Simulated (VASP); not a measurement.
Wanted: the native input for a VASP 6.6.1 run.

```
Task                   : single point
Functional             : PBE
Dispersion             : D3(BJ)
Potentials or basis    : VASP PAW PBE potentials, release 64 (Mg, O)
Cutoff                 : 600 eV
k mesh                 : 8 × 8 × 8
Occupations            : gaussian, width 0.01 eV
Spin                   : no spin polarisation
Dipole correction      : no
Further INCAR settings : ALGO = Normal; EDIFF = 1e-06; NBANDS = 11
```

The structure of MgO (Periclase) lies in POSCAR:

```
MgO
1.0
    0.0000000000      2.0654573102      2.0654573102
    2.0654573102      0.0000000000      2.0654573102
    2.0654573102      2.0654573102      0.0000000000
Mg O
1 1
Direct
    0.0000000000      0.0000000000      0.0000000000
    0.5000000000      0.5000000000      0.5000000000
```

These files were run (other wordings do the same):

INCAR

```
PREC = Accurate
ENCUT = 600
EDIFF = 1E-6
ISMEAR = 0
SIGMA = 0.01
LREAL = F
LASPH = T
NELM = 120
ALGO = Normal
ISIF = 2
LWAVE = F
LCHARG = F
GGA = PE
IVDW = 12
NBANDS = 11
GGA_COMPAT = F
```

KPOINTS

```
regular mesh
0
Gamma
  8 8 8
```

Potentials or basis: VASP PAW PBE potentials, release 64 (Mg, O).

Launch:

```console
$ cat potpaw_PBE.64/Mg/POTCAR potpaw_PBE.64/O/POTCAR > POTCAR
$ mpirun -np 1 vasp_std > vasp.out
```

Results of the run:

```yaml
Pressure: 8.9 GPa
Band_gap_on_the_k_mesh: 5.32 eV, direct
Dispersion_energy_per_atom: -0.311 eV
```

Caveat: three body term missing.

Run time: 20 s on 1 thread of AMD EPYC 7R13, with other jobs on the host, peak memory 0.12 GiB.
